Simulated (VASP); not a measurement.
# B (Amm2) in VASP: further runs

Runs on B. Level: PBE. Tasks: single point, relaxation of cell and atoms.

Everything below comes from runs of VASP 6.6.1. Logs are shortened: lines on timing, memory, paths and dates and some standing lists are left out, and cuts for length are marked.

**1. The cell of the first run**

It takes space group Amm2 (No. 38, orthorhombic). The conventional cell has a = 4.831 Å, b = 6.488 Å, c = 4.482 Å, α = 90.00°, β = 90.00°, γ = 90.00°. Within 2.1 Å of B (site symmetry 1) lie 3 B at 1.60 to 1.62 Å. Within 2.2 Å of B (site symmetry m) lie 4 B at 1.62 Å. Within 2.1 Å of B (site symmetry m) lie 3 B at 1.60 to 1.61 Å.

**2. Single point, PBE**

Input file INCAR:

```
ALGO = Normal
EDIFF = 1E-7
ENCUT = 520
GGA = PE
ISIF = 2
ISMEAR = 0
LASPH = T
LCHARG = F
LREAL = F
LWAVE = F
NBANDS = 22
NELM = 80
PREC = Accurate
SIGMA = 0.1
```

Input file KPOINTS:

```
k-points
0
Gamma
  4 6 6
```

Input file POSCAR:

```
B
1.0
    4.8313613600      0.0000000000      0.0000000000
    0.0000000000      3.2439695200      2.2407516600
    0.0000000000     -3.2439695200      2.2407516600
B
8
Direct
    0.2189772600      0.5102386100      0.0168337300
    0.7810227400      0.0168337300      0.5102386100
    0.2189772600      0.0168337300      0.5102386100
    0.7810227400      0.5102386100      0.0168337300
    0.0000000000      0.8382801300      0.1856857600
    0.0000000000      0.1856857600      0.8382801300
    0.5000000000      0.2063646400      0.4541022300
    0.5000000000      0.4541022300      0.2063646400
```

Potentials or basis: VASP PAW PBE potentials, release 64 (B).

On the command line:

```bash
> cat potpaw_PBE.64/B/POTCAR > POTCAR
> mpirun -np 1 vasp_std > vasp.out
```

OUTCAR:

```text
EDIFF = 1E-7
   ENCUT = 520
   GGA = PE
   ISIF = 2
   ISMEAR = 0
   LASPH = T
   LREAL = F
   NELM = 80
   PREC = Accurate

 ion  position               nearest neighbor table
   1  0.219  0.510  0.017-   8 1.60   6 1.62   5 1.62   4 2.12
   2  0.781  0.017  0.510-   7 1.60   5 1.62   6 1.62   3 2.12
   3  0.219  0.017  0.510-   7 1.60   5 1.62   6 1.62   2 2.12
   4  0.781  0.510  0.017-   8 1.60   6 1.62   5 1.62   1 2.12
   5  0.000  0.838  0.186-   2 1.62   3 1.62   1 1.62   4 1.62
   6  0.000  0.186  0.838-   1 1.62   4 1.62   3 1.62   2 1.62
   7  0.500  0.206  0.454-   2 1.60   3 1.60   8 1.61
   8  0.500  0.454  0.206-   1 1.60   4 1.60   7 1.61

  LATTYP: Found a base centered orthorhombic cell.
 ALAT       =     4.4815033200
 B/A-ratio  =     1.4477148797
 C/A-ratio  =     1.0780671161

  Lattice vectors:

 A1 = (   0.0000000000,   3.2439695200,   2.2407516600)
 A2 = (   0.0000000000,  -3.2439695200,   2.2407516600)
 A3 = (   4.8313613600,   0.0000000000,   0.0000000000)

Analysis of symmetry for initial positions (statically):
=====================================================================
 Subroutine PRICEL returns:
 Original cell was already a primitive cell.

 Routine SETGRP: Setting up the symmetry group for a
 base centered orthorhombic supercell.

 Subroutine GETGRP returns: Found  4 space group operations
 (whereof  4 operations were pure point group operations)
 out of a pool of  8 trial point group operations.

The static configuration has the point symmetry C_2v.

Analysis of symmetry for dynamics (positions and initial velocities):
=====================================================================
 Subroutine PRICEL returns:
 Original cell was already a primitive cell.

 Routine SETGRP: Setting up the symmetry group for a
 base centered orthorhombic supercell.

 Subroutine GETGRP returns: Found  4 space group operations
 (whereof  4 operations were pure point group operations)
 out of a pool of  8 trial point group operations.

The dynamic configuration has the point symmetry C_2v.

 Subroutine INISYM returns: Found  4 space group operations
 (whereof  4 operations are pure point group operations),
 and found     1 'primitive' translations

----------------------------------------------------------------------------------------

                                     Primitive cell

  volume of cell :      70.2377

  direct lattice vectors                    reciprocal lattice vectors
     4.831361360  0.000000000  0.000000000     0.206980999  0.000000000  0.000000000
     0.000000000  3.243969520  2.240751660     0.000000000  0.154132151  0.223139408
     0.000000000 -3.243969520  2.240751660     0.000000000 -0.154132151  0.223139408

  length of vectors
     4.831361360  3.942626821  3.942626821     0.206980999  0.271197190  0.271197190

  position of ions in fractional coordinates (direct lattice)
     0.218977260  0.510238610  0.016833730
     0.781022740  0.016833730  0.510238610
     0.218977260  0.016833730  0.510238610
     0.781022740  0.510238610  0.016833730
     0.000000000  0.838280130  0.185685760
     0.000000000  0.185685760  0.838280130
     0.500000000  0.206364640  0.454102230
     0.500000000  0.454102230  0.206364640

  ion indices of the primitive-cell ions
   primitive index   ion index
                 1           1
                 2           2
                 3           3
                 4           4
                 5           5
                 6           6
                 7           7
                 8           8

----------------------------------------------------------------------------------------

 KPOINTS: k-points

Automatic generation of k-mesh.
 Grid dimensions read from file:
 generate k-points for:    4    6    6

 Generating k-lattice:

  Cartesian coordinates                     Fractional coordinates (reciprocal lattice)
     0.051745250  0.000000000  0.000000000     0.250000000  0.000000000  0.000000000
     0.000000000  0.025688692  0.037189901     0.000000000  0.166666667 -0.000000000
     0.000000000 -0.025688692  0.037189901     0.000000000 -0.000000000  0.166666667

  Length of vectors
     0.051745250  0.045199532  0.045199532

  Shift w.r.t. Gamma in fractional coordinates (k-lattice)
     0.000000000  0.000000000  0.000000000

 Subroutine IBZKPT returns following result:
 ===========================================

 Found     39 irreducible k-points:

 Following reciprocal coordinates:
            Coordinates               Weight
  0.000000  0.000000  0.000000      1.000000
  0.250000  0.000000  0.000000      2.000000
  0.500000  0.000000  0.000000      1.000000
  0.000000  0.166667 -0.000000      4.000000
  0.250000  0.166667 -0.000000      8.000000
  0.500000  0.166667 -0.000000      4.000000
[... 16 lines left out ...]
  0.250000 -0.333333  0.166667      8.000000
  0.500000 -0.333333  0.166667      4.000000
 [... further k-points ...]
   k-points           NKPTS =     39   k-points in BZ     NKDIM =     39   number of bands    NBANDS=     22
   number of dos      NEDOS =    301   number of ions     NIONS =      8
   total plane-waves  NPLWV =  32400
   dimension x,y,z NGX =    36 NGY =   30 NGZ =   30
   dimension x,y,z NGXF=    72 NGYF=   60 NGZF=   60
   ions per type =               8
   NGX,Y,Z   is equivalent  to a cutoff of  12.39, 12.65, 12.65 a.u.
   NGXF,Y,Z  is equivalent  to a cutoff of  24.78, 25.30, 25.30 a.u.
 SYSTEM =  unknown system
   PREC   = accura    normal or accurate (medium, high low for compatibility)
   ISTART =      0    job   : 0-new  1-cont  2-samecut
   ICHARG =      2    charge: 1-file 2-atom 10-const
   ISPIN  =      1    spin polarized calculation?
   LNONCOLLINEAR =      F non collinear calculations
   LSORBIT =      F    spin-orbit coupling
   LASPH  =      T    aspherical Exc in radial PAW
   ENCUT  =  520.0 eV  38.22 Ry    6.18 a.u.   8.98  7.33  7.33*2*pi/ulx,y,z
   NELM   =     80;   NELMIN=  2; NELMDL= -5     # of ELM steps
   EDIFF  = 0.1E-06   stopping-criterion for ELM
   LREAL  =      F    real-space projection
   EDIFFG = 0.1E-05   stopping-criterion for IOM
   NSW    =      0    number of steps for IOM
   IBRION =     -1    ionic relax: 0-MD 1-quasi-New 2-CG
   NFREE  =      0    steps in history (QN), initial steepest desc. (CG)
   ISIF   =      2    stress and relaxation
   ISYM   =      2    0-nonsym 1-usesym 2-fastsym
   POTIM  = 0.5000    time-step for ionic-motion
   TEBEG  =    0.0;   TEEND  =   0.0 temperature during run
   PSTRESS=    0.0 pullay stress
   NELECT =      24.0000    total number of electrons
   NUPDOWN=      -1.0000    fix difference up-down
   EMIN   =  10.00;   EMAX   =-10.00  energy-range for DOS
   EFERMI =   0.00;   METHOD = LEGACY
   ISMEAR =     0;   SIGMA  =   0.10  broadening in eV -4-tet -1-fermi 0-gaus
   EFERMI_NEDOS =   21; number of points for ismear=-14 and -15
   IALGO  =     38    algorithm
   IMIX   =      4    mixing-type and parameters
     AMIX     =   0.40;   BMIX     =  1.00
     AMIX_MAG =   1.60;   BMIX_MAG =  1.00
  volume/ion in A,a.u.               =       8.78        59.25
  Fermi-wavevector in a.u.,A,eV,Ry     =   1.144516  2.162822 17.822504  1.309917
  Thomas-Fermi vector in A             =   2.281208
   LORBIT       =      0    0 simple, 1 ext, 2 COOP (PROOUT), +10 PAW based schemes
   GGA     = PE    functional components
   LHFCALC =     F    Hartree Fock is set to
   AEXX    =    0.0000 exact exchange contribution
   IVDW    =     0    specifies the selected vdW correction
   LEPSILON=     F    determine dielectric tensor
   LRPA    =     F    only Hartree local field effects (RPA)
 non-spin polarized calculation
 Gauss-broadening in eV      SIGMA  =   0.10
  energy-cutoff  :      520.00
  volume of cell :       70.24
 maximum number of plane-waves:      1909
 NGX is ok and might be reduce to    36
   NGX = 17   NGY = 15   NGZ = 15

 number of electron      24.0000000 magnetization

 Free energy of the ion-electron system (eV)
  ---------------------------------------------------
  ext. energy  EPLUGINS =         0.00000000
  ---------------------------------------------------
  free energy    TOTEN  =       -44.71177735 eV

  energy without entropy =      -44.69849721  energy(sigma->0) =      -44.70513728

 E-fermi :   4.0427     XC(G=0): -10.5718

 val. band max:        4.0208850872   @ k =   0.5000   0.3333   0.1667
 cond. band min:       4.0770554221   @ k =   0.2500   0.1667  -0.0000
 fundamental gap:      0.0561703349
 Fermi energy:         4.0426641913

 k-point     1 :       0.0000    0.0000    0.0000
  band No.  band energies     occupation
      1     -10.1613      2.00000
      2      -5.3984      2.00000
      3      -4.8198      2.00000
      4      -4.1666      2.00000
      5      -3.5445      2.00000
      6      -0.6541      2.00000
[... 14 lines left out ...]
     21      11.9784      0.00000
     22      12.9688      0.00000

 k-point     2 :       0.2500    0.0000    0.0000
  band No.  band energies     occupation
      1      -9.9472      2.00000
      2      -6.9857      2.00000
      3      -4.1216      2.00000
      4      -3.3450      2.00000
      5      -2.7713      2.00000
      6      -1.0513      2.00000
[... 14 lines left out ...]
     21      12.7730      0.00000
     22      13.3663      0.00000

 k-point     3 :       0.5000    0.0000    0.0000
  band No.  band energies     occupation
      1      -9.6293      2.00000
      2      -7.8576      2.00000
      3      -4.0736      2.00000
      4      -3.0564      2.00000
      5      -1.5693      2.00000
      6      -0.9439      2.00000
[... 14 lines left out ...]
     21      12.7769      0.00000
     22      13.4106      0.00000

 k-point     4 :       0.0000    0.1667   -0.0000
  band No.  band energies     occupation
      1      -9.9531      2.00000
      2      -5.5543      2.00000
      3      -5.1803      2.00000
      4      -4.6251      2.00000
      5      -2.2813      2.00000
      6      -1.1838      2.00000
[... 14 lines left out ...]
     21      12.4867      0.00000
     22      12.8764      0.00000

 k-point     5 :       0.2500    0.1667   -0.0000
  band No.  band energies     occupation
      1      -9.7418      2.00000
      2      -6.7866      2.00000
      3      -5.3798      2.00000
      4      -2.7050      2.00000
      5      -2.4099      2.00000
      6      -1.7796      2.00000
[... 14 lines left out ...]
     21      12.5259      0.00000
     22      12.7178      0.00000

 k-point     6 :       0.5000    0.1667   -0.0000
  band No.  band energies     occupation
      1      -9.4300      2.00000
      2      -7.6439      2.00000
      3      -5.2313      2.00000
      4      -2.8480      2.00000
      5      -1.8337      2.00000
      6      -0.6702      2.00000
[... 14 lines left out ...]
     21      12.5345      0.00000
     22      12.9269      0.00000

 k-point     7 :       0.0000    0.3333   -0.0000
  band No.  band energies     occupation
      1      -9.3406      2.00000
      2      -7.0279      2.00000
      3      -4.7399      2.00000
      4      -4.0650      2.00000
      5      -2.4744      2.00000
      6      -1.9714      2.00000
[... 324 lines left out ...]
      6      -1.3285      2.00000
[... 14 lines left out ...]
     21      12.5056      0.00000
     22      13.4074      0.00000

 k-point    21 :       0.5000    0.5000    0.1667
  band No.  band energies     occupation
      1      -8.3800      2.00000
      2      -7.0820      2.00000
      3      -6.3924      2.00000
      4      -5.0795      2.00000
      5      -1.9250      2.00000
      6      -1.6562      2.00000
[... 14 lines left out ...]
     21      13.3550      0.00000
     22      13.9104      0.00000

 k-point    22 :       0.0000   -0.3333    0.1667
  band No.  band energies     occupation
      1      -9.5391      2.00000
      2      -6.0350      2.00000
      3      -4.8145      2.00000
      4      -4.1813      2.00000
      5      -2.7816      2.00000
      6      -2.5093      2.00000
[... 14 lines left out ...]
     21      13.1716      0.00000
     22      13.8399      0.00000

 k-point    23 :       0.2500   -0.3333    0.1667
  band No.  band energies     occupation
      1      -9.3421      2.00000
      2      -6.3735      2.00000
      3      -5.7820      2.00000
      4      -3.2515      2.00000
      5      -2.6562      2.00000
      6      -2.0638      2.00000
[... 14 lines left out ...]
     21      12.9519      0.00000
     22      13.8332      0.00000

 k-point    24 :       0.5000   -0.3333    0.1667
  band No.  band energies     occupation
      1      -9.0619      2.00000
      2      -7.1494      2.00000
      3      -5.6232      2.00000
      4      -3.6502      2.00000
      5      -2.3420      2.00000
      6      -1.5085      2.00000
[... 14 lines left out ...]
     21      12.9854      0.00000
     22      13.7262      0.00000

 [... further k-points ...]
[... 5 lines left out ...]
  --------------------------------------------------------------------------------------
  -------------------------------------------------------------------------------------
  Total       12.9862902      8.6547764      6.5477508      0.0000000      0.0000000      0.0000000
  in kB      296.2277081    197.4224000    149.3594542      0.0000000      0.0000000      0.0000000
  external PRESSURE =     214.3365208 kB  Pullay stress =       0.0000000 kB

 VOLUME and BASIS-vectors are now :
 -----------------------------------------------------------------------------
  energy-cutoff  :      520.00
  volume of cell :       70.24
      direct lattice vectors                 reciprocal lattice vectors
     4.831361360  0.000000000  0.000000000     0.206980999  0.000000000  0.000000000
     0.000000000  3.243969520  2.240751660     0.000000000  0.154132151  0.223139408
     0.000000000 -3.243969520  2.240751660     0.000000000 -0.154132151  0.223139408

 POSITION                                       TOTAL-FORCE (eV/Angst)
 -----------------------------------------------------------------------------------
      1.05796      1.60059      1.18104         0.210541     -0.337457     -0.032203
      3.77340     -1.60059      1.18104        -0.210541      0.337457     -0.032203
      1.05796     -1.60059      1.18104         0.210541      0.337457     -0.032203
      3.77340      1.60059      1.18104        -0.210541     -0.337457     -0.032203
      0.00000      2.11700      2.29445         0.000000      3.810893     -0.527229
      0.00000     -2.11700      2.29445         0.000000     -3.810893     -0.527229
      2.41568     -0.80365      1.47994         0.000000     -0.560978      0.591636
      2.41568      0.80365      1.47994         0.000000      0.560978      0.591636
 -----------------------------------------------------------------------------------
    total drift:                                0.000000     -0.000000      0.000046

  FREE ENERGIE OF THE ION-ELECTRON SYSTEM (eV)
  ---------------------------------------------------
  free  energy   TOTEN  =       -44.7117773468 eV

  energy  without entropy=      -44.6984972090  energy(sigma->0) =      -44.70513728
```

Wall time 46 s (1 thread of Intel Xeon Platinum 8259CL at 2.50GHz (Skylake/Cascade Lake), shared host); peak memory 0.18 GiB.

Results:

```yaml
Free_energy: -44.7118 eV
Pressure: 21.4 GPa
Largest_force: 3.847 eV/Å
Band_gap_on_the_k_mesh: zero (band 12 reaches 4.75 eV, above the bottom of band 13 at 3.29 eV)
```

Forces on the atoms (eV/Å):
```
B    0.211 -0.337 -0.032
B   -0.211  0.337 -0.032
B    0.211  0.337 -0.032
B   -0.211 -0.337 -0.032
B    0.000  3.811 -0.527
B    0.000 -3.811 -0.527
B    0.000 -0.561  0.592
B    0.000  0.561  0.592
```

Caveat: forces of over 1 eV/Å act on the atoms, so gaps and moduli don't describe the material at rest.

(Continued in part 2 of 2.)
